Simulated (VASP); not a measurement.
Here is a VASP 6.6.1 calculation.

File POSCAR:

```
BeS
1.0
    0.0000000000      2.4343066371      2.4343066371
    2.4343066371      0.0000000000      2.4343066371
    2.4343066371      2.4343066371      0.0000000000
Be S
1 1
Direct
    0.0000000000      0.0000000000      0.0000000000
    0.2500000000      0.2500000000      0.2500000000
```

File INCAR.step1:

```
SYSTEM = BeS
PREC     = Accurate       ! precision mode
ENCUT    = 600            ! plane-wave cutoff, eV
EDIFF    = 1E-5           ! SCF threshold, eV
ISMEAR   = -1             ! smearing method
SIGMA    = 0.02           ! smearing width, eV
LREAL    = .False.        ! projectors in reciprocal space
LASPH    = .True.         ! aspherical terms in the spheres
NELM     = 100            ! most SCF steps
ALGO     = Normal         ! electronic algorithm
LWAVE    = .True.         ! write WAVECAR
LCHARG   = .False.        ! write CHGCAR
GGA      = PE             ! functional
NBANDS   = 11             ! bands
```

Contents of INCAR.step2:

```
SYSTEM = BeS
PREC     = Accurate       ! precision mode
ENCUT    = 600            ! plane-wave cutoff, eV
EDIFF    = 1E-7           ! SCF threshold, eV
ISMEAR   = -1             ! smearing method
SIGMA    = 0.02           ! smearing width, eV
LREAL    = .False.        ! projectors in reciprocal space
LASPH    = .True.         ! aspherical terms in the spheres
NELM     = 100            ! most SCF steps
ALGO     = Normal         ! electronic algorithm
ISIF     = 3              ! what is computed and relaxed
LWAVE    = .False.        ! write WAVECAR
LCHARG   = .False.        ! write CHGCAR
GGA      = PE             ! functional
LHFCALC  = .True.         ! exact exchange
HFSCREEN = 0.2079         ! screening, 1/A
PRECFOCK = Normal       
IBRION   = 2              ! ionic algorithm
NSW      = 80             ! ionic steps
EDIFFG   = -0.005         ! ionic threshold
ISTART   = 1
```

File KPOINTS:

```
regular mesh
0
Gamma
  6 6 6
  0 0 0
```

Potentials or basis: VASP PAW PBE potentials, release 64 (Be, S).

Launch:

```console
$ cat potpaw_PBE.64/Be/POTCAR potpaw_PBE.64/S/POTCAR > POTCAR
$ cp INCAR.step1 INCAR
$ mpirun -np 1 vasp_std > vasp.out
$ cp INCAR.step2 INCAR
$ mpirun -np 1 vasp_std > vasp.out
```

Question: What does it give for the band gap on the k mesh?

Answer: 4.05 eV (least direct gap 6.86 eV).

Question: What does it give for the space group after relaxing (to 0.1 Å)?

Answer: F-43m (No. 216).

Question: Estimate the relaxed volume.

Answer: 14.27 Å³/atom.

Final structure:
```
Be S
1.0
     0.00000    2.42574    2.42574
     2.42574    0.00000    2.42574
     2.42574    2.42574    0.00000
Be S
1 1
Direct
  0.00000 0.00000 0.00000
  0.25000 0.25000 0.25000
```

Caveat: the PAW data sets were made with another functional, which shifts forces and pressure a little. A k mesh can miss the band edges.
